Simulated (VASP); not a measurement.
Set up this calculation in VASP 6.6.1, as the native input.

```
Task                   : single point
Functional             : PBE
Potentials or basis    : VASP PAW PBE potentials, release 64 (Mg)
Cutoff                 : 520 eV
k mesh                 : 14 × 15 × 15
Occupations            : gaussian, width 0.1 eV
Spin                   : no spin polarisation
Dipole correction      : no
Further INCAR settings : ALGO = Fast; EDIFF = 1e-06; NBANDS = 7; ISYM = 0
```

The structure of Mg lies in POSCAR:

```
Mg
1.0
   -0.1795404800      2.4366785094      2.4366785094
    2.2571380294      0.0000000000      2.2571380294
    2.2571380294      2.2571380294      0.0000000000
Mg
1
Direct
    0.0000000000      0.0000000000      0.0000000000
```

This cell differs from its parent crystal: strained.

One way to write it, as run:

INCAR

```
PREC = Accurate
ENCUT = 520
EDIFF = 1E-6
ISMEAR = 0
SIGMA = 0.1
LREAL = F
LASPH = T
NELM = 60
ALGO = Fast
ISIF = 2
LWAVE = F
LCHARG = T
GGA = PE
LELF = T
LVHAR = T
ISYM = 0
NBANDS = 7
```

KPOINTS

```
Automatic mesh
0
Gamma
  14 15 15
```

Potentials or basis: VASP PAW PBE potentials, release 64 (Mg).

Launch:

```sh
$ cat potpaw_PBE.64/Mg/POTCAR > POTCAR
$ mpirun -np 1 vasp_std > vasp.out
```

Results of the run:

```
Pressure               : -2.7 GPa
Band gap on the k mesh : zero (band 1 reaches 3.31 eV, above the bottom of band 2 at 0.10 eV)
```

Caveat: the cell differs from its parent crystal (strained).

Run time: 110 s on 1 thread of Intel(R) Xeon(R) Platinum 8259CL CPU @ 2.50GHz (Skylake/Cascade Lake), with other jobs on the host, peak memory 0.4 GiB.
